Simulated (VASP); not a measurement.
# Ti (R-3m) in VASP: a series of runs

The runs below take Ti through single point, relaxation of cell and atoms, with PBE.

Program: VASP 6.6.1. These are calculated values, not measurements. Logs are shortened: lines on timing, memory, paths and dates and some standing lists are left out, and cuts for length are marked.

## (1) The cell of the first run

The typed cell holds 3 atoms: a = 2.907 Å, b = 2.907 Å, c = 7.124 Å, α = 90.00°, β = 90.00°, γ = 120.00°.

This isn't the form of Ti at room conditions, which is hcp.

## (2) Single point, PBE

INCAR reads:

```
PREC = Accurate ; ENCUT = 520
EDIFF = 1E-6 ; ISMEAR = 0
SIGMA = 0.1 ; LREAL = F
LASPH = T ; NELM = 60
ALGO = Fast ; ISIF = 2
LWAVE = F ; LCHARG = F
GGA = PE ; NBANDS = 25
```

KPOINTS reads:

```
Automatic mesh
0
Gamma
  18 18 7
```

POSCAR reads:

```
Ti
1.0
    2.9071579061      0.0000000000      0.0000000000
   -1.4535789530      2.5176725995      0.0000000000
    0.0000000000      0.0000000000      7.1244298278
Ti
3
Direct
    0.0000000000      0.0000000000      0.0000000000
    0.3333333333      0.6666666667      0.3333333333
    0.6666666667      0.3333333333      0.6666666667
```

Potentials or basis: VASP PAW PBE potentials, release 64 (Ti_sv).

Launch:

```sh
cat potpaw_PBE.64/Ti_sv/POTCAR > POTCAR
mpirun -np 1 vasp_std > vasp.out
```

OUTCAR:

```text
PREC = Accurate
   ENCUT = 520
   EDIFF = 1E-6
   ISMEAR = 0
   LREAL = F
   LASPH = T
   NELM = 60
   ISIF = 2
   GGA = PE

 ion  position               nearest neighbor table
   1  0.000  0.000  0.000-   2 2.91   3 2.91   2 2.91   3 2.91   3 2.91   2 2.91
   2  0.333  0.667  0.333-   1 2.91   1 2.91   1 2.91   3 2.91   3 2.91   3 2.91
   3  0.667  0.333  0.667-   1 2.91   1 2.91   1 2.91   2 2.91   2 2.91   2 2.91

  LATTYP: Found a hexagonal cell.
 ALAT       =     2.9071579061
 C/A-ratio  =     2.4506511369

  Lattice vectors:

 A1 = (   2.9071579061,   0.0000000000,   0.0000000000)
 A2 = (  -1.4535789530,   2.5176725995,   0.0000000000)
 A3 = (   0.0000000000,   0.0000000000,   7.1244298278)

Analysis of symmetry for initial positions (statically):
=====================================================================
 Subroutine PRICEL returns following result:

  LATTYP: Found a trigonal (rhomboedric) cell.
 ALAT       =     2.9080769061
 COS(alpha) =     0.5003159665

  Lattice vectors:

 A1 = (   1.4535789529,  -0.8392241997,   2.3748099424)
 A2 = (  -0.0000000001,   1.6784483998,   2.3748099424)
 A3 = (  -1.4535789528,  -0.8392242000,   2.3748099431)

   3 primitive cells build up your supercell.

 Routine SETGRP: Setting up the symmetry group for a
 hexagonal supercell.

 Subroutine GETGRP returns: Found 12 space group operations
 (whereof 12 operations were pure point group operations)
 out of a pool of 24 trial point group operations.

The static configuration has the point symmetry D_3d.

Analysis of symmetry for dynamics (positions and initial velocities):
=====================================================================
 Subroutine PRICEL returns following result:

  LATTYP: Found a trigonal (rhomboedric) cell.
 ALAT       =     2.9080769061
 COS(alpha) =     0.5003159665

  Lattice vectors:

 A1 = (   1.4535789529,  -0.8392241997,   2.3748099424)
 A2 = (  -0.0000000001,   1.6784483998,   2.3748099424)
 A3 = (  -1.4535789528,  -0.8392242000,   2.3748099431)

   3 primitive cells build up your supercell.

 Routine SETGRP: Setting up the symmetry group for a
 hexagonal supercell.

 Subroutine GETGRP returns: Found 12 space group operations
 (whereof 12 operations were pure point group operations)
 out of a pool of 24 trial point group operations.

The dynamic configuration has the point symmetry D_3d.

 Subroutine INISYM returns: Found 12 space group operations
 (whereof 12 operations are pure point group operations),
 and found     3 'primitive' translations

----------------------------------------------------------------------------------------

                                     Primitive cell

  volume of cell :      17.3819

  direct lattice vectors                    reciprocal lattice vectors
     1.453578953 -0.839224200  2.374809942     0.343978563 -0.198596116  0.140362110
    -0.000000000  1.678448400  2.374809942    -0.000000000  0.397192232  0.140362110
    -1.453578953 -0.839224200  2.374809943    -0.343978563 -0.198596116  0.140362110

  length of vectors
     2.908076906  2.908076906  2.908076907     0.421263802  0.421263802  0.421263802

  position of ions in fractional coordinates (direct lattice)
     0.000000000  0.000000000  0.000000000

  ion indices of the primitive-cell ions
   primitive index   ion index
                 1           1

----------------------------------------------------------------------------------------

 KPOINTS: Automatic mesh

Automatic generation of k-mesh.
 Grid dimensions read from file:
 generate k-points for:   18   18    7

 Generating k-lattice:

  Cartesian coordinates                     Fractional coordinates (reciprocal lattice)
     0.019109920  0.011033118  0.000000000     0.055555556  0.000000000  0.000000000
     0.000000000  0.022066235  0.000000000     0.000000000  0.055555556  0.000000000
     0.000000000  0.000000000  0.020051730     0.000000000  0.000000000  0.142857143

  Length of vectors
     0.022066235  0.022066235  0.020051730

  Shift w.r.t. Gamma in fractional coordinates (k-lattice)
     0.000000000  0.000000000  0.000000000

 Subroutine IBZKPT returns following result:
 ===========================================

 Found    229 irreducible k-points:

 Following reciprocal coordinates:
            Coordinates               Weight
  0.000000  0.000000  0.000000      1.000000
  0.055556  0.000000  0.000000      6.000000
  0.111111  0.000000  0.000000      6.000000
  0.166667  0.000000  0.000000      6.000000
  0.222222  0.000000  0.000000      6.000000
  0.277778  0.000000  0.000000      6.000000
[... 16 lines left out ...]
  0.333333  0.111111  0.000000     12.000000
  0.388889  0.111111  0.000000     12.000000
 [... further k-points ...]
   k-points           NKPTS =    229   k-points in BZ     NKDIM =    229   number of bands    NBANDS=     25
   number of dos      NEDOS =    301   number of ions     NIONS =      3
   total plane-waves  NPLWV =  31104
   dimension x,y,z NGX =    24 NGY =   24 NGZ =   54
   dimension x,y,z NGXF=    48 NGYF=   48 NGZF=  108
   ions per type =               3
   NGX,Y,Z   is equivalent  to a cutoff of  13.72, 13.72, 12.60 a.u.
   NGXF,Y,Z  is equivalent  to a cutoff of  27.45, 27.45, 25.20 a.u.
 SYSTEM =  unknown system
   PREC   = accura    normal or accurate (medium, high low for compatibility)
   ISTART =      0    job   : 0-new  1-cont  2-samecut
   ICHARG =      2    charge: 1-file 2-atom 10-const
   ISPIN  =      1    spin polarized calculation?
   LNONCOLLINEAR =      F non collinear calculations
   LSORBIT =      F    spin-orbit coupling
   LASPH  =      T    aspherical Exc in radial PAW
   ENCUT  =  520.0 eV  38.22 Ry    6.18 a.u.   5.41  5.41 13.25*2*pi/ulx,y,z
   NELM   =     60;   NELMIN=  2; NELMDL= -5     # of ELM steps
   EDIFF  = 0.1E-05   stopping-criterion for ELM
   LREAL  =      F    real-space projection
   EDIFFG = 0.1E-04   stopping-criterion for IOM
   NSW    =      0    number of steps for IOM
   IBRION =     -1    ionic relax: 0-MD 1-quasi-New 2-CG
   NFREE  =      0    steps in history (QN), initial steepest desc. (CG)
   ISIF   =      2    stress and relaxation
   ISYM   =      2    0-nonsym 1-usesym 2-fastsym
   POTIM  = 0.5000    time-step for ionic-motion
   TEBEG  =    0.0;   TEEND  =   0.0 temperature during run
   PSTRESS=    0.0 pullay stress
   NELECT =      36.0000    total number of electrons
   NUPDOWN=      -1.0000    fix difference up-down
   EMIN   =  10.00;   EMAX   =-10.00  energy-range for DOS
   EFERMI =   0.00;   METHOD = LEGACY
   ISMEAR =     0;   SIGMA  =   0.10  broadening in eV -4-tet -1-fermi 0-gaus
   EFERMI_NEDOS =   21; number of points for ismear=-14 and -15
   IALGO  =     68    algorithm
   IMIX   =      4    mixing-type and parameters
     AMIX     =   0.40;   BMIX     =  1.00
     AMIX_MAG =   1.60;   BMIX_MAG =  1.00
  volume/ion in A,a.u.               =      17.38       117.30
  Fermi-wavevector in a.u.,A,eV,Ry     =   1.446893  2.734231 28.483777  2.093499
  Thomas-Fermi vector in A             =   2.564910
   LORBIT       =      0    0 simple, 1 ext, 2 COOP (PROOUT), +10 PAW based schemes
   GGA     = PE    functional components
   LHFCALC =     F    Hartree Fock is set to
   AEXX    =    0.0000 exact exchange contribution
   IVDW    =     0    specifies the selected vdW correction
   LEPSILON=     F    determine dielectric tensor
   LRPA    =     F    only Hartree local field effects (RPA)
 non-spin polarized calculation
 RMM-DIIS sequential band-by-band and
 Gauss-broadening in eV      SIGMA  =   0.10
  energy-cutoff  :      520.00
  volume of cell :       52.15
 maximum number of plane-waves:      1442
 NGX is ok and might be reduce to    24

 number of electron      35.9999988 magnetization

 Free energy of the ion-electron system (eV)
  ---------------------------------------------------
  ext. energy  EPLUGINS =         0.00000000
  ---------------------------------------------------
  free energy    TOTEN  =       -23.34653235 eV

  energy without entropy =      -23.32021523  energy(sigma->0) =      -23.33337379

 E-fermi :   8.2114     XC(G=0): -11.4952

 val. band max:        8.2111283064   @ k =  -0.2222   0.5000   0.1429
 cond. band min:       8.2117420187   @ k =   0.3889   0.1111   0.4286
 fundamental gap:      0.0006137123
 Fermi energy:         8.2113963397

 k-point     1 :       0.0000    0.0000    0.0000
  band No.  band energies     occupation
      1     -48.5005      2.00000
      2     -48.4098      2.00000
      3     -48.4098      2.00000
      4     -24.8643      2.00000
      5     -24.8643      2.00000
      6     -24.4247      2.00000
[... 17 lines left out ...]
     24       9.1914      0.00000
     25      10.7149      0.00000

 k-point     2 :       0.0556    0.0000    0.0000
  band No.  band energies     occupation
      1     -48.4973      2.00000
      2     -48.4078      2.00000
      3     -48.4078      2.00000
      4     -24.8618      2.00000
      5     -24.8614      2.00000
      6     -24.4467      2.00000
[... 17 lines left out ...]
     24       9.2602      0.00000
     25      10.7336      0.00000

 k-point     3 :       0.1111    0.0000    0.0000
  band No.  band energies     occupation
      1     -48.4879      2.00000
      2     -48.4023      2.00000
      3     -48.4019      2.00000
      4     -24.8561      2.00000
      5     -24.8529      2.00000
      6     -24.4920      2.00000
[... 17 lines left out ...]
     24       9.4467      0.00000
     25      10.7198      0.00000

 k-point     4 :       0.1667    0.0000    0.0000
  band No.  band energies     occupation
      1     -48.4733      2.00000
      2     -48.3940      2.00000
      3     -48.3927      2.00000
      4     -24.8516      2.00000
      5     -24.8411      2.00000
      6     -24.5526      2.00000
[... 17 lines left out ...]
     24       9.7426      0.00000
     25      10.6181      0.00000

 k-point     5 :       0.2222    0.0000    0.0000
  band No.  band energies     occupation
      1     -48.4549      2.00000
      2     -48.3844      2.00000
      3     -48.3813      2.00000
      4     -24.8553      2.00000
      5     -24.8340      2.00000
      6     -24.6132      2.00000
[... 17 lines left out ...]
     24      10.1307      0.00000
     25      10.3696      0.00000

 k-point     6 :       0.2778    0.0000    0.0000
  band No.  band energies     occupation
      1     -48.4345      2.00000
      2     -48.3750      2.00000
      3     -48.3690      2.00000
      4     -24.8740      2.00000
      5     -24.8477      2.00000
      6     -24.6988      2.00000
[... 17 lines left out ...]
     24      10.5373      0.00000
     25      10.5920      0.00000
[... 393 lines left out ...]
 k-point    21 :       0.2222    0.1111    0.0000
  band No.  band energies     occupation
      1     -48.4282      2.00000
      2     -48.3706      2.00000
      3     -48.3668      2.00000
      4     -24.8679      2.00000
      5     -24.8528      2.00000
      6     -24.7086      2.00000
[... 17 lines left out ...]
     24      10.2306      0.00000
     25      10.7417      0.00000

 k-point    22 :       0.2778    0.1111    0.0000
  band No.  band energies     occupation
      1     -48.4086      2.00000
      2     -48.3636      2.00000
      3     -48.3562      2.00000
      4     -24.8974      2.00000
      5     -24.8837      2.00000
      6     -24.7917      2.00000
[... 17 lines left out ...]
     24      10.5222      0.00000
     25      11.1132      0.00000

 k-point    23 :       0.3333    0.1111    0.0000
  band No.  band energies     occupation
      1     -48.3907      2.00000
      2     -48.3598      2.00000
      3     -48.3474      2.00000
      4     -24.9282      2.00000
      5     -24.9177      2.00000
      6     -24.8618      2.00000
[... 17 lines left out ...]
     24      10.9075      0.00000
     25      11.3311      0.00000

 k-point    24 :       0.3889    0.1111    0.0000
  band No.  band energies     occupation
      1     -48.3760      2.00000
      2     -48.3603      2.00000
      3     -48.3417      2.00000
      4     -24.9506      2.00000
      5     -24.9387      2.00000
      6     -24.9119      2.00000
[... 17 lines left out ...]
     24      11.2920      0.00000
     25      11.4417      0.00000

 [... further k-points ...]

------------------------ aborting loop because EDIFF is reached ----------------------------------------

  FORCE on cell =-STRESS in cart. coord.  units (eV):
  Direction    XX          YY          ZZ          XY          YZ          ZX
  --------------------------------------------------------------------------------------
  -------------------------------------------------------------------------------------
  Total       -0.1402645     -0.1402645     -0.1424744     -0.0000000     -0.0000000      0.0000000
  in kB       -4.3096340     -4.3096340     -4.3775315     -0.0000000     -0.0000000      0.0000000
  external PRESSURE =      -4.3322665 kB  Pullay stress =       0.0000000 kB

 VOLUME and BASIS-vectors are now :
 -----------------------------------------------------------------------------
  energy-cutoff  :      520.00
  volume of cell :       52.15
      direct lattice vectors                 reciprocal lattice vectors
     2.907157906  0.000000000  0.000000000     0.343978563  0.198596116  0.000000000
    -1.453578953  2.517672599  0.000000000     0.000000000  0.397192232  0.000000000
     0.000000000  0.000000000  7.124429828     0.000000000  0.000000000  0.140362110

 POSITION                                       TOTAL-FORCE (eV/Angst)
 -----------------------------------------------------------------------------------
      0.00000      0.00000      0.00000         0.000000      0.000000     -0.000000
     -0.00000      1.67845      2.37481        -0.000000      0.000000     -0.000000
      1.45358      0.83922      4.74962        -0.000000     -0.000000      0.000000
 -----------------------------------------------------------------------------------
    total drift:                               -0.000000      0.000000     -0.000000

  FREE ENERGIE OF THE ION-ELECTRON SYSTEM (eV)
  ---------------------------------------------------
  free  energy   TOTEN  =       -23.3465323512 eV

  energy  without entropy=      -23.3202152317  energy(sigma->0) =      -23.33337379
```

Run time: 19 min. Hardware: 1 thread of Intel Xeon 8259CL, shared host; peak memory 0.35 GiB.

What came out:

```yaml
Free_energy: -23.3465 eV
Pressure: -0.4 GPa
Band_gap_on_the_k_mesh: zero (bands 18 and 19 overlap by 1.32 eV)
```

## (3) Relaxation of cell and atoms, PBE

This run uses another cell than the first one, of the same volume but with other edges.

INCAR reads:

```
PREC = Accurate
ENCUT = 600
EDIFF = 1E-6
ISMEAR = 0
SIGMA = 0.1
LREAL = F
LASPH = T
NELM = 60
ALGO = Fast
ISIF = 3
LWAVE = F
LCHARG = F
GGA = PE
IBRION = 2
NSW = 65
EDIFFG = -0.01
```

KPOINTS reads:

```
regular mesh
0
Gamma
  18 18 7
```

POSCAR reads:

```
Ti
1.0
    2.9389653713      0.0000000000      0.0000000000
   -1.4694826856      2.5452186724      0.0000000000
    0.0000000000      0.0000000000      6.9743459693
Ti
3
Direct
    0.0000000000      0.0000000000      0.0000000000
    0.3333333333      0.6666666667      0.3333333333
    0.6666666667      0.3333333333      0.6666666667
```

Potentials or basis: VASP PAW PBE potentials, release 64 (Ti_sv).

Launch:

```sh
cat potpaw_PBE.64/Ti_sv/POTCAR > POTCAR
mpirun -np 1 vasp_std > vasp.out
```

Wall time 63 min (1 thread of Intel Xeon 8259CL, shared host); peak memory 0.39 GiB.

Results (log left out):

- Free energy: -23.3460 eV
- Relaxed volume: 17.33 Å³/atom
- Relaxed cell: a = 2.904 Å, b = 2.904 Å, c = 7.120 Å, α = 90.00°, β = 90.00°, γ = 120.00°
- Space group after relaxing (to 0.1 Å): Fm-3m (No. 225)
- Energy gained by relaxing: 4.3 meV/atom
- Ionic steps: 5
- Pressure after relaxing: 0.0 GPa
- Band gap on the k mesh: zero (bands 18 and 19 overlap by 1.33 eV)

The path:
| step | energy change (eV) | largest force (eV/Å) | pressure (GPa) | volume (Å³) |
| --- | --- | --- | --- | --- |
| 1 | 0.0000 | 0.0000 | -0.31 | 52.17 |
| 2 | -0.0109 | 0.0000 | 0.24 | 51.91 |
| 3 | -0.0125 | 0.0000 | 0.57 | 51.75 |
| 4 | -0.0126 | 0.0000 | -0.37 | 52.23 |
| 5 | -0.0130 | 0.0000 | -0.02 | 52.00 |

Final structure:
```
CELL_PARAMETERS angstrom
2.90414 0.00000 0.00000
-1.45207 2.51506 0.00000
0.00000 0.00000 7.11961
ATOMIC_POSITIONS crystal
Ti 0.00000 0.00000 0.00000
Ti 0.33333 0.66667 0.33333
Ti 0.66667 0.33333 0.66667
```

Levels at points of the mesh, in eV from the Fermi level:
```csv
k point,band 16,band 17,band 18,band 19,band 20,band 21
"(0.00, 0.00, 0.00)",-0.01,-0.01,0.88,0.88,0.98,0.98
"(0.50, 0.00, 0.00)",-1.71,-0.49,-0.49,0.50,0.50,1.33
```
